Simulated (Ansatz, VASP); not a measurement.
# Sb in VASP and in Ansatz

The input INCAR:

```
SYSTEM = Sb
PREC = Accurate
ENCUT = 520
EDIFF = 1E-8
ISMEAR = -1
SIGMA = 0.03
LREAL = .FALSE.
LASPH = .TRUE.
NELM = 80
ALGO = Normal
ISIF = 2
LWAVE = .FALSE.
LCHARG = .FALSE.
GGA = CA
LEFG = .TRUE.
NBANDS = 12
```

KPOINTS

```
Automatic mesh
0
G
  12 12 7
  0 0 0
```

POSCAR

```
Sb
1.0
    3.3234675684      0.0000000000      0.0000000000
   -1.6617337843      2.8782073429      0.0000000000
    0.0000000000      0.0000000000      5.2579641425
Sb
2
Direct
    0.3333333333      0.6666666667      0.2500000000
    0.6666666667      0.3333333333      0.7500000000
```

Input for Ansatz:

```yaml
crystal:
  lattice:
    - [3.3234675684, 0.0, 0.0]
    - [-1.6617337843, 2.8782073429, 0.0]
    - [0.0, 0.0, 5.2579641425]
  atoms:
    - { symbol: Sb, position: [0.3333333333, 0.6666666667, 0.25] }
    - { symbol: Sb, position: [0.6666666667, 0.3333333333, 0.75] }
kpoints:
  mp_grid: { grid: [12, 12, 7] }
scf:
  occupations: { method: fermi_dirac, width: 0.03 }
hamiltonian:
  xc: lda
  pseudopotentials: { kind: paw }
output:
  forces: true
  stress: true
  eigenvalues: true
  efg: { contact_densities: true }
```

Change from the starting cell: volume scaled by 0.96, PAW files.

Alike in both runs: task electric field gradients; functional LDA; k mesh 12 × 12 × 7; occupations fermi-dirac, width 0.03 eV; no spin polarisation.

|  | VASP | Ansatz |
| --- | --- | --- |
| version | VASP 6.6.1 | Ansatz 0.2.0 |
| potentials or method | VASP PAW LDA potentials, release 64 (Sb) | PAW with Ansatz's default frozen-core files, scalar-relativistic |
| plane-wave cutoff (eV) | 520 | 420 |
| valence electrons in the cell | 10 | 30 |

Ansatz gave:

```
pressure (GPa)                                                : 1.6
traceless stress, the component that is largest in VASP (GPa) : -1.10
size of Vzz on the site where it differs most (V/Å²)          : 24.2
```

Task: What did VASP give for the same quantities?

Result: Pressure (GPa): 1.7; traceless stress, the component that is largest in VASP (GPa): -1.09; size of Vzz on the site where it differs most (V/Å²): 21.7.

LDA's correlation is that of Perdew and Zunger in VASP and of Perdew and Wang (1992) in Ansatz. VASP's potentials hold 10 valence electrons a cell and Ansatz's 30, so a difference there can come from the potentials and not from the codes.

Spin-orbit coupling is off throughout.
